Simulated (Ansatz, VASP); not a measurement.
One calculation of Zr, two programs

Contents of POSCAR:

```
Zr
1.0
    3.1394984334      0.0000000000      0.0000000000
   -1.5697492166      2.7188853984      0.0000000000
    0.0000000000      0.0000000000      4.9996928600
Zr
2
Direct
    0.3333333333      0.6666666667      0.2500000000
    0.6666666667      0.3333333333      0.7500000000
```

Contents of INCAR.step1:

```
PREC     = Accurate       # precision mode
ENCUT    = 520            # plane-wave cutoff, eV
ISMEAR   = 0              # smearing method
SIGMA    = 0.1            # smearing width, eV
LREAL    = F              # projectors in reciprocal space
LASPH    = T              # aspherical terms in the spheres
NELM     = 100            # most SCF steps
NBANDS   = 19             # bands
GGA      = PE             # functional
ALGO     = Normal         # electronic algorithm
EDIFF    = 1E-4           # SCF threshold, eV
LWAVE    = T              # write WAVECAR
LCHARG   = F              # write CHGCAR
```

INCAR.step2

```
PREC     = Accurate       # precision mode
ENCUT    = 520            # plane-wave cutoff, eV
EDIFF    = 1E-7           # SCF threshold, eV
ISMEAR   = 0              # smearing method
SIGMA    = 0.1            # smearing width, eV
LREAL    = F              # projectors in reciprocal space
LASPH    = T              # aspherical terms in the spheres
NELM     = 100            # most SCF steps
ALGO     = Normal         # electronic algorithm
ISIF     = 2              # what is computed and relaxed
LWAVE    = F              # write WAVECAR
LCHARG   = F              # write CHGCAR
METAGGA  = R2SCAN         # meta-GGA
LMIXTAU  = T            
NBANDS   = 19             # bands
ISTART   = 1
```

KPOINTS

```
Automatic mesh
0
Gamma
  15 15 8
```

Input for Ansatz:

```yaml
crystal:
  lattice:
    - [3.1394984334, 0.0, 0.0]
    - [-1.5697492166, 2.7188853984, 0.0]
    - [0.0, 0.0, 4.99969286]
  atoms:
    - { symbol: Zr, position: [0.3333333333, 0.6666666667, 0.25] }
    - { symbol: Zr, position: [0.6666666667, 0.3333333333, 0.75] }
basis:
  ecutwfc: 500
kpoints:
  mp_grid: { grid: [15, 15, 8] }
hamiltonian:
  xc: r2scan
scf:
  occupations: { method: gaussian, width: 0.1 }
output:
  forces: true
  stress: true
  eigenvalues: true
  populations: true
```

Alike in both runs: task single point; functional r2SCAN; k mesh 15 × 15 × 8; occupations gaussian, width 0.1 eV; no spin polarisation.

```csv
,VASP,Ansatz
version,VASP 6.6.1,Ansatz 0.2.0
potentials or method,"VASP PAW PBE potentials, release 64 (Zr_sv), cutoff 520 eV","scalar-relativistic, plane waves, PAW"
valence electrons in the cell,24,24
```

|  | VASP | Ansatz | Ansatz less VASP |
| --- | --- | --- | --- |
| gap on the k mesh at the Fermi level (eV) | none | none | - |
| pressure (GPa) | 10.7 | 10.7 | -0.02 |
| traceless stress, the component that is largest in VASP (GPa) | 0.32 | 0.34 | +0.022 |

VASP's potentials were made for PBE, not for r2SCAN. A gap of «none» marks a metal or a gap that the smearing closes. With one functional, cell and mesh, what is left measures potentials, basis and numerics.
